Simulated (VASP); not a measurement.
# HfO2 (R-3m) in VASP: further runs

HfO2 is run at these levels: r2SCAN; tasks: single point.

Program: VASP 6.6.1. These are calculated values, not measurements. Logs are shortened: lines on timing, memory, paths and dates and some standing lists are left out, and cuts for length are marked.

**1. The cell of the first run**

The structure is trigonal, space group R-3m (No. 166). Conventional cell: a = 3.404 Å, b = 3.404 Å, c = 10.004 Å, α = 90.00°, β = 90.00°, γ = 120.00°. Hf (site symmetry -3m) has 8 O at 2.13 to 2.50 Å within 2.8 Å. Within 2.8 Å of O (site symmetry 3m) lie 4 Hf at 2.13 to 2.50 Å and 6 O at 2.58 Å.

**2. Single point, r2SCAN**

Input file POSCAR:

```
HfO2
1.0
    0.3208932858      2.7275929297      2.7275929297
    2.7275929297      0.3208932858      2.7275929297
    2.7275929297      2.7275929297      0.3208932858
Hf O
1 2
Direct
    0.0000000000      0.0000000000      0.0000000000
    0.2500000000      0.2500000000      0.2500000000
    0.7500000000      0.7500000000      0.7500000000
```

Input file INCAR.step1:

```
ALGO = Normal
EDIFF = 1E-4
ENCUT = 520
GGA = PE
ISMEAR = 0
LASPH = T
LCHARG = F
LREAL = F
LWAVE = T
NBANDS = 18
NELM = 100
PREC = Accurate
SIGMA = 0.05
```

Input file INCAR.step2:

```
ALGO = Normal
EDIFF = 1E-6
ENCUT = 520
ISIF = 2
ISMEAR = 0
ISTART = 1
LASPH = T
LCHARG = F
LMIXTAU = T
LREAL = F
LWAVE = F
METAGGA = R2SCAN
NBANDS = 18
NELM = 100
PREC = Accurate
SIGMA = 0.05
```

Input file KPOINTS:

```
k-points
0
Gamma
  8 8 8
```

Potentials or basis: VASP PAW PBE potentials, release 64 (Hf_pv, O).

On the command line:

```sh
$ cat potpaw_PBE.64/Hf_pv/POTCAR potpaw_PBE.64/O/POTCAR > POTCAR
$ cp INCAR.step1 INCAR
$ mpirun -np 1 vasp_std > vasp.out
$ cp INCAR.step2 INCAR
$ mpirun -np 1 vasp_std > vasp.out
```

OUTCAR:

```text
EDIFF = 1E-6
   ENCUT = 520
   ISIF = 2
   ISMEAR = 0
   ISTART = 1
   LASPH = T
   LREAL = F
   METAGGA = R2SCAN
   NELM = 100
   PREC = Accurate

 ion  position               nearest neighbor table
   1  0.000  0.000  0.000-   3 2.13   3 2.13   3 2.13   2 2.13   2 2.13   2 2.13   3 2.50   2 2.50

   2  0.250  0.250  0.250-   1 2.13   1 2.13   1 2.13   1 2.50
   3  0.750  0.750  0.750-   1 2.13   1 2.13   1 2.13   1 2.50

  LATTYP: Found a trigonal (rhomboedric) cell.
 ALAT       =     3.8707233021
 COS(alpha) =     0.6134020618

  Lattice vectors:

 A1 = (   0.3208932858,   2.7275929297,   2.7275929297)
 A2 = (   2.7275929297,   0.3208932858,   2.7275929297)
 A3 = (   2.7275929297,   2.7275929297,   0.3208932858)

Analysis of symmetry for initial positions (statically):
=====================================================================
 Subroutine PRICEL returns:
 Original cell was already a primitive cell.

 Routine SETGRP: Setting up the symmetry group for a
 trigonal (rhombohedral) supercell.

 Subroutine GETGRP returns: Found 12 space group operations
 (whereof 12 operations were pure point group operations)
 out of a pool of 12 trial point group operations.

The static configuration has the point symmetry D_3d.

Analysis of symmetry for dynamics (positions and initial velocities):
=====================================================================
 Subroutine PRICEL returns:
 Original cell was already a primitive cell.

 Routine SETGRP: Setting up the symmetry group for a
 trigonal (rhombohedral) supercell.

 Subroutine GETGRP returns: Found 12 space group operations
 (whereof 12 operations were pure point group operations)
 out of a pool of 12 trial point group operations.

The dynamic configuration has the point symmetry D_3d.

 Subroutine INISYM returns: Found 12 space group operations
 (whereof 12 operations are pure point group operations),
 and found     1 'primitive' translations

----------------------------------------------------------------------------------------

                                     Primitive cell

  volume of cell :      33.4562

  direct lattice vectors                    reciprocal lattice vectors
     0.320893286  2.727592930  2.727592930    -0.219295241  0.196211531  0.196211531
     2.727592930  0.320893286  2.727592930     0.196211531 -0.219295241  0.196211531
     2.727592930  2.727592930  0.320893286     0.196211531  0.196211531 -0.219295241

  length of vectors
     3.870723302  3.870723302  3.870723302     0.353678290  0.353678290  0.353678290

  position of ions in fractional coordinates (direct lattice)
     0.000000000  0.000000000  0.000000000
     0.250000000  0.250000000  0.250000000
     0.750000000  0.750000000  0.750000000

  ion indices of the primitive-cell ions
   primitive index   ion index
                 1           1
                 2           2
                 3           3

----------------------------------------------------------------------------------------

 KPOINTS: k-points

Automatic generation of k-mesh.
 Grid dimensions read from file:
 generate k-points for:    8    8    8

 Generating k-lattice:

  Cartesian coordinates                     Fractional coordinates (reciprocal lattice)
    -0.027411905  0.024526441  0.024526441     0.125000000  0.000000000  0.000000000
     0.024526441 -0.027411905  0.024526441     0.000000000  0.125000000  0.000000000
     0.024526441  0.024526441 -0.027411905     0.000000000  0.000000000  0.125000000

  Length of vectors
     0.044209786  0.044209786  0.044209786

  Shift w.r.t. Gamma in fractional coordinates (k-lattice)
     0.000000000  0.000000000  0.000000000

 Subroutine IBZKPT returns following result:
 ===========================================

 Found     65 irreducible k-points:

 Following reciprocal coordinates:
            Coordinates               Weight
  0.000000  0.000000  0.000000      1.000000
  0.125000 -0.000000 -0.000000      6.000000
  0.250000 -0.000000 -0.000000      6.000000
  0.375000 -0.000000 -0.000000      6.000000
  0.500000 -0.000000 -0.000000      3.000000
  0.125000  0.125000 -0.000000      6.000000
[... 16 lines left out ...]
  0.250000  0.125000  0.125000      6.000000
  0.375000  0.125000  0.125000      6.000000
 [... further k-points ...]
   k-points           NKPTS =     65   k-points in BZ     NKDIM =     65   number of bands    NBANDS=     18
   number of dos      NEDOS =    301   number of ions     NIONS =      3
   total plane-waves  NPLWV =  27000
   dimension x,y,z NGX =    30 NGY =   30 NGZ =   30
   dimension x,y,z NGXF=    60 NGYF=   60 NGZF=   60
   ions per type =               1   2
   NGX,Y,Z   is equivalent  to a cutoff of  12.88, 12.88, 12.88 a.u.
   NGXF,Y,Z  is equivalent  to a cutoff of  25.77, 25.77, 25.77 a.u.
 SYSTEM =  unknown system
   PREC   = accura    normal or accurate (medium, high low for compatibility)
   ISTART =      1    job   : 0-new  1-cont  2-samecut
   ICHARG =      0    charge: 1-file 2-atom 10-const
   ISPIN  =      1    spin polarized calculation?
   LNONCOLLINEAR =      F non collinear calculations
   LSORBIT =      F    spin-orbit coupling
   LASPH  =      T    aspherical Exc in radial PAW
   ENCUT  =  520.0 eV  38.22 Ry    6.18 a.u.   7.20  7.20  7.20*2*pi/ulx,y,z
   NELM   =    100;   NELMIN=  2; NELMDL=  0     # of ELM steps
   EDIFF  = 0.1E-05   stopping-criterion for ELM
   LREAL  =      F    real-space projection
   EDIFFG = 0.1E-04   stopping-criterion for IOM
   NSW    =      0    number of steps for IOM
   IBRION =     -1    ionic relax: 0-MD 1-quasi-New 2-CG
   NFREE  =      0    steps in history (QN), initial steepest desc. (CG)
   ISIF   =      2    stress and relaxation
   ISYM   =      2    0-nonsym 1-usesym 2-fastsym
   POTIM  = 0.5000    time-step for ionic-motion
   TEBEG  =    0.0;   TEEND  =   0.0 temperature during run
   PSTRESS=    0.0 pullay stress
   NELECT =      22.0000    total number of electrons
   NUPDOWN=      -1.0000    fix difference up-down
   EMIN   =  10.00;   EMAX   =-10.00  energy-range for DOS
   EFERMI =   0.00;   METHOD = LEGACY
   ISMEAR =     0;   SIGMA  =   0.05  broadening in eV -4-tet -1-fermi 0-gaus
   EFERMI_NEDOS =   21; number of points for ismear=-14 and -15
   IALGO  =     38    algorithm
   IMIX   =      4    mixing-type and parameters
     AMIX     =   0.40;   BMIX     =  1.00
     AMIX_MAG =   1.60;   BMIX_MAG =  1.00
  volume/ion in A,a.u.               =      11.15        75.26
  Fermi-wavevector in a.u.,A,eV,Ry     =   1.423607  2.690227 27.574337  2.026657
  Thomas-Fermi vector in A             =   2.544186
   LORBIT       =      0    0 simple, 1 ext, 2 COOP (PROOUT), +10 PAW based schemes
   METAGGA = R2SCAN    functional components
   LHFCALC =     F    Hartree Fock is set to
   AEXX    =    0.0000 exact exchange contribution
   IVDW    =     0    specifies the selected vdW correction
   LEPSILON=     F    determine dielectric tensor
   LRPA    =     F    only Hartree local field effects (RPA)
 non-spin polarized calculation
 Gauss-broadening in eV      SIGMA  =   0.05
  energy-cutoff  :      520.00
  volume of cell :       33.46
 maximum number of plane-waves:       915
 NGX is ok and might be reduce to    30

 number of electron      22.0000003 magnetization

 Free energy of the ion-electron system (eV)
  ---------------------------------------------------
  ext. energy  EPLUGINS =         0.00000000
  ---------------------------------------------------
  free energy    TOTEN  =       -68.27132819 eV

  energy without entropy =      -68.27132819  energy(sigma->0) =      -68.27132819

 E-fermi :   3.6640     XC(G=0): -12.4007

 val. band max:        3.4427626514   @ k =   0.5000   0.5000  -0.0000
 cond. band min:       7.9014647674   @ k =   0.5000   0.5000  -0.0000
 fundamental gap:      4.4587021160
 Fermi energy:         3.6640136190

 k-point     1 :       0.0000    0.0000    0.0000
  band No.  band energies     occupation
      1     -27.2277      2.00000
      2     -27.0075      2.00000
      3     -27.0075      2.00000
      4     -15.9868      2.00000
      5     -13.1129      2.00000
      6      -1.8907      2.00000
[... 10 lines left out ...]
     17      14.7948      0.00000
     18      15.9141      0.00000

 k-point     2 :       0.1250   -0.0000   -0.0000
  band No.  band energies     occupation
      1     -27.2228      2.00000
      2     -27.0987      2.00000
      3     -27.0214      2.00000
      4     -15.7499      2.00000
      5     -13.3021      2.00000
      6      -1.6894      2.00000
[... 10 lines left out ...]
     17      14.6007      0.00000
     18      16.6888      0.00000

 k-point     3 :       0.2500   -0.0000   -0.0000
  band No.  band energies     occupation
      1     -27.3105      2.00000
      2     -27.2092      2.00000
      3     -27.0550      2.00000
      4     -15.2140      2.00000
      5     -13.6627      2.00000
      6      -1.2484      2.00000
[... 10 lines left out ...]
     17      14.2293      0.00000
     18      16.2991      0.00000

 k-point     4 :       0.3750   -0.0000   -0.0000
  band No.  band energies     occupation
      1     -27.5077      2.00000
      2     -27.1968      2.00000
      3     -27.0883      2.00000
      4     -14.8766      2.00000
      5     -13.7442      2.00000
      6      -0.8103      2.00000
[... 10 lines left out ...]
     17      14.3129      0.00000
     18      16.2894      0.00000

 k-point     5 :       0.5000   -0.0000   -0.0000
  band No.  band energies     occupation
      1     -27.5862      2.00000
      2     -27.1914      2.00000
      3     -27.1020      2.00000
      4     -14.8613      2.00000
      5     -13.6294      2.00000
      6      -0.6699      2.00000
[... 10 lines left out ...]
     17      14.0271      0.00000
     18      16.2925      0.00000

 k-point     6 :       0.1250    0.1250   -0.0000
  band No.  band energies     occupation
      1     -27.2352      2.00000
      2     -27.0950      2.00000
      3     -27.0248      2.00000
      4     -15.7056      2.00000
      5     -13.3391      2.00000
      6      -1.6452      2.00000
[... 10 lines left out ...]
     17      14.3119      0.00000
     18      16.2993      0.00000

 k-point     7 :       0.2500    0.1250   -0.0000
  band No.  band energies     occupation
      1     -27.2627      2.00000
      2     -27.2070      2.00000
      3     -27.0592      2.00000
      4     -15.2737      2.00000
      5     -13.6398      2.00000
      6      -1.3646      2.00000
[... 10 lines left out ...]
     17      14.2290      0.00000
     18      16.2998      0.00000

 k-point     8 :       0.3750    0.1250    0.0000
  band No.  band energies     occupation
      1     -27.4231      2.00000
      2     -27.2163      2.00000
      3     -27.1131      2.00000
      4     -14.8121      2.00000
      5     -13.8539      2.00000
      6      -0.9958      2.00000
[... 10 lines left out ...]
     17      14.8921      0.00000
     18      16.2960      0.00000
[... 229 lines left out ...]
     17      16.2748      0.00000
     18      16.3593      0.00000

 k-point    20 :      -0.3750    0.3750    0.0000
  band No.  band energies     occupation
      1     -27.4754      2.00000
      2     -27.3125      2.00000
      3     -27.2137      2.00000
      4     -14.2324      2.00000
      5     -14.0465      2.00000
      6      -1.9301      2.00000
[... 10 lines left out ...]
     17      16.2961      0.00000
     18      16.7858      0.00000

 k-point    21 :       0.5000    0.5000   -0.0000
  band No.  band energies     occupation
      1     -27.5972      2.00000
      2     -27.2338      2.00000
      3     -27.1251      2.00000
      4     -14.4560      2.00000
      5     -13.8601      2.00000
      6      -2.7192      2.00000
[... 10 lines left out ...]
     17      16.2968      0.00000
     18      16.7521      0.00000

 k-point    22 :       0.1250    0.1250    0.1250
  band No.  band energies     occupation
      1     -27.2598      2.00000
      2     -27.0097      2.00000
      3     -27.0097      2.00000
      4     -15.8649      2.00000
      5     -13.2192      2.00000
      6      -1.5978      2.00000
[... 10 lines left out ...]
     17      14.6040      0.00000
     18      16.1080      0.00000

 k-point    23 :       0.2500    0.1250    0.1250
  band No.  band energies     occupation
      1     -27.2715      2.00000
      2     -27.1015      2.00000
      3     -27.0228      2.00000
      4     -15.5697      2.00000
      5     -13.4395      2.00000
      6      -1.6178      2.00000
[... 10 lines left out ...]
     17      14.5746      0.00000
     18      16.4420      0.00000

 k-point    24 :       0.3750    0.1250    0.1250
  band No.  band energies     occupation
      1     -27.3222      2.00000
      2     -27.2475      2.00000
      3     -27.0564      2.00000
      4     -15.0612      2.00000
      5     -13.7297      2.00000
      6      -1.4513      2.00000
[... 10 lines left out ...]
     17      14.4965      0.00000
     18      16.2987      0.00000

 [... further k-points ...]

------------------------ aborting loop because EDIFF is reached ----------------------------------------

  FORCE on cell =-STRESS in cart. coord.  units (eV):
  Direction    XX          YY          ZZ          XY          YZ          ZX
  --------------------------------------------------------------------------------------
  -------------------------------------------------------------------------------------
  Total       -0.8836094     -0.8836094     -0.8836094     -0.9189723     -0.9189723     -0.9189723
  in kB      -42.3149672    -42.3149672    -42.3149672    -44.0084492    -44.0084492    -44.0084492
  external PRESSURE =     -42.3149672 kB  Pullay stress =       0.0000000 kB

 VOLUME and BASIS-vectors are now :
 -----------------------------------------------------------------------------
  energy-cutoff  :      520.00
  volume of cell :       33.46
      direct lattice vectors                 reciprocal lattice vectors
     0.320893286  2.727592930  2.727592930    -0.219295241  0.196211531  0.196211531
     2.727592930  0.320893286  2.727592930     0.196211531 -0.219295241  0.196211531
     2.727592930  2.727592930  0.320893286     0.196211531  0.196211531 -0.219295241

 POSITION                                       TOTAL-FORCE (eV/Angst)
 -----------------------------------------------------------------------------------
      0.00000      0.00000      0.00000         0.000000      0.000000      0.000000
      1.44402      1.44402      1.44402        -0.128635     -0.128635     -0.128635
      4.33206      4.33206      4.33206         0.128635      0.128635      0.128635
 -----------------------------------------------------------------------------------
    total drift:                                0.000000     -0.000000      0.000000

  FREE ENERGIE OF THE ION-ELECTRON SYSTEM (eV)
  ---------------------------------------------------
  free  energy   TOTEN  =       -68.2713281891 eV

  energy  without entropy=      -68.2713281891  energy(sigma->0) =      -68.27132819
```

It took 84 s on 1 thread of Intel Xeon 6975P-C (Granite Rapids), shared host; peak memory 0.19 GiB.

Results:

| Quantity | Value |
| --- | --- |
| Free energy | -68.2713 eV |
| Pressure | -4.2 GPa |
| Largest force | 0.223 eV/Å |
| Band gap on the k mesh | 4.46 eV, direct |

Forces in eV/Å, atoms in the order of the input:
```
Hf   0.000  0.000  0.000
O   -0.129 -0.129 -0.129
O    0.129  0.129  0.129
```

Levels at points of the mesh, in eV from the valence-band top:
| k point | band 8 | band 9 | band 10 | band 11 | band 12 | band 13 | band 14 | band 15 |
| --- | --- | --- | --- | --- | --- | --- | --- | --- |
| (0.00, 0.00, 0.00) | -5.03 | -0.63 | -0.63 | -0.19 | 4.64 | 4.64 | 6.38 | 9.86 |
| (0.50, 0.00, 0.00) | -3.24 | -2.61 | -1.78 | -1.55 | 5.14 | 5.99 | 7.45 | 9.23 |
| (0.50, 0.50, 0.00) | -2.85 | -2.27 | -0.74 | 0.00 | 4.46 | 6.04 | 6.37 | 9.05 |
| (0.50, 0.50, 0.50) | -2.77 | -2.39 | -1.49 | -1.49 | 5.02 | 5.02 | 5.95 | 9.89 |

Caveat: the PAW data sets were made with another functional, which shifts forces and pressure a little; spin-orbit coupling is left out, which moves the levels of the heavy elements. A k mesh can miss the band edges.

**3. Single point, r2SCAN**

This run uses another cell than the first one, of the same volume but with other edges.

Input file POSCAR:

```
HfO2
1.0
    1.0000140832      3.1429014044      3.1429014044
    3.1429014044      1.0000140832      3.1429014044
    3.1429014044      3.1429014044      1.0000140832
Hf O
1 2
Direct
    0.0000000000      0.0000000000      0.0000000000
    0.2500000000      0.2500000000      0.2500000000
    0.7500000000      0.7500000000      0.7500000000
```

Input file INCAR.step1:

```
  ALGO = Normal
  EDIFF = 1E-4
  ENCUT = 520
  GGA = PE
  ISMEAR = 0
  LASPH = True
  LCHARG = False
  LREAL = False
  LWAVE = True
  NBANDS = 18
  NELM = 60
  PREC = Accurate
  SIGMA = 0.05
```

Input file INCAR.step2:

```
  ALGO = Normal
  EDIFF = 1E-6
  ENCUT = 520
  ISIF = 2
  ISMEAR = 0
  ISTART = 1
  LASPH = True
  LCHARG = False
  LMIXTAU = True
  LREAL = False
  LWAVE = False
  METAGGA = R2SCAN
  NBANDS = 18
  NELM = 60
  PREC = Accurate
  SIGMA = 0.05
```

KPOINTS is that of step 2.

Potentials or basis: VASP PAW PBE potentials, release 64 (Hf_pv, O).

On the command line:

```sh
$ cat potpaw_PBE.64/Hf_pv/POTCAR potpaw_PBE.64/O/POTCAR > POTCAR
$ cp INCAR.step1 INCAR
$ mpirun -np 1 vasp_std > vasp.out
$ cp INCAR.step2 INCAR
$ mpirun -np 1 vasp_std > vasp.out
```

Wall time 97 s (1 thread of Intel Xeon 6975P-C (Granite Rapids), shared host); peak memory 0.23 GiB.

The run converged. Its results:

| Item | Value |
| --- | --- |
| Free energy | -67.3565 eV |
| Pressure | 28.3 GPa |
| Largest force | 0.695 eV/Å |
| Band gap on the k mesh | 4.00 eV, indirect (least direct gap 4.68 eV) |

Forces in eV/Å, atoms in the order of the input:
```
Hf   0.000  0.000  0.000
O    0.401  0.401  0.401
O   -0.401 -0.401 -0.401
```

Stress tensor (GPa, compression positive):
```
 28.29 -12.73 -12.73
-12.73  28.29 -12.73
-12.73 -12.73  28.29
```

Levels at points of the mesh, in eV from the valence-band top:
```csv
k point,band 7,band 8,band 9,band 10,band 11,band 12,band 13,band 14,band 15,band 16
"(0.00, 0.00, 0.00)",-4.15,-4.15,-0.59,-0.59,0.00,5.59,5.59,7.52,8.08,11.52
"(0.50, 0.00, 0.00)",-3.55,-3.31,-2.47,-1.07,-0.93,5.25,7.90,8.67,11.69,12.14
"(0.50, 0.50, 0.00)",-3.09,-2.74,-1.49,-1.47,-0.68,4.00,7.93,8.70,11.86,12.37
"(0.50, 0.50, 0.50)",-3.98,-3.34,-2.49,-0.86,-0.86,5.74,5.74,6.57,10.28,10.97
```

Caveat: the PAW data sets were made with another functional, which shifts forces and pressure a little; spin-orbit coupling is left out, which moves the levels of the heavy elements. A k mesh can miss the band edges.

(Continued in part 2 of 2.)
